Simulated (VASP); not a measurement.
Here is a VASP 6.6.1 calculation.

Contents of INCAR:

```
PREC = Accurate
ENCUT = 520
EDIFF = 1E-6
ISMEAR = 0
SIGMA = 0.15
LREAL = False
LASPH = True
NELM = 150
ALGO = Normal
ISIF = 2
LWAVE = False
LCHARG = False
ISPIN = 2
MAGMOM = 1.8 1.8
LORBIT = 11
LMAXMIX = 4
GGA = PS
NBANDS = 20
```

The input KPOINTS:

```
regular mesh
0
Gamma
  30 30 16
```

POSCAR

```
Co
1.0
    2.5055472810      0.0000000000      0.0000000000
   -1.2527736405      2.1698675958      0.0000000000
    0.0000000000      0.0000000000      3.9694710870
Co
2
Direct
    0.6666666667      0.3333333333      0.2500000000
    0.3333333333      0.6666666667      0.7500000000
```

Potentials or basis: VASP PAW PBE potentials, release 64 (Co).

Run with:

```console
$ cat potpaw_PBE.64/Co/POTCAR > POTCAR
$ mpirun -np 1 vasp_std > vasp.out
```

Task: Predict the net moment.

Result: 3.18 μB per cell.

Task: Estimate the pressure.

Result: -9.5 GPa.

Stress tensor (GPa, compression positive):
```
-11.38   0.00   0.00
  0.00 -11.38   0.00
  0.00   0.00  -5.73
```

Caveat: the cell differs from its parent crystal (strain +0.0200 x Voigt [1, 1, 0, 0, 0, 0]); the cell stands under tension; the PAW data sets were made with another functional, which shifts forces and pressure a little.
